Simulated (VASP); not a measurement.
A run of VASP 6.6.1 is set up as follows.

The input INCAR:

```
SYSTEM = Ru
ALGO     = Normal         ! electronic algorithm
EDIFF    = 1E-6           ! SCF threshold, eV
ENCUT    = 520            ! plane-wave cutoff, eV
GGA      = PE             ! functional
ISIF     = 2              ! what is computed and relaxed
ISMEAR   = -1             ! smearing method
LASPH    = .True.         ! aspherical terms in the spheres
LCHARG   = .True.         ! write CHGCAR
LELF     = .True.         ! ELF
LREAL    = .False.        ! projectors in reciprocal space
LVHAR    = .True.       
LWAVE    = .False.        ! write WAVECAR
NBANDS   = 21             ! bands
NELM     = 60             ! most SCF steps
PREC     = Accurate       ! precision mode
SIGMA    = 0.05           ! smearing width, eV
```

KPOINTS

```
k-points
0
Gamma
  14 14 14
  0 0 0
```

Contents of POSCAR:

```
Ru
1.0
    0.0000000000      2.7272270945      2.7272270945
    2.7272270945      0.0000000000      2.7272270945
    2.7272270945      2.7272270945      0.0000000000
Ru
2
Direct
   -0.1250000000     -0.1250000000     -0.1250000000
    0.1250000000      0.1250000000      0.1250000000
```

Potentials or basis: VASP PAW PBE potentials, release 64 (Ru_pv).

Launch:

```bash
$ cat potpaw_PBE.64/Ru_pv/POTCAR > POTCAR
$ mpirun -np 1 vasp_std > vasp.out
```

What does it give for the pressure?

0.2 GPa.

What does it give for the band gap on the k mesh?

Zero (band 14 reaches 7.44 eV, above the bottom of band 15 at 6.52 eV).
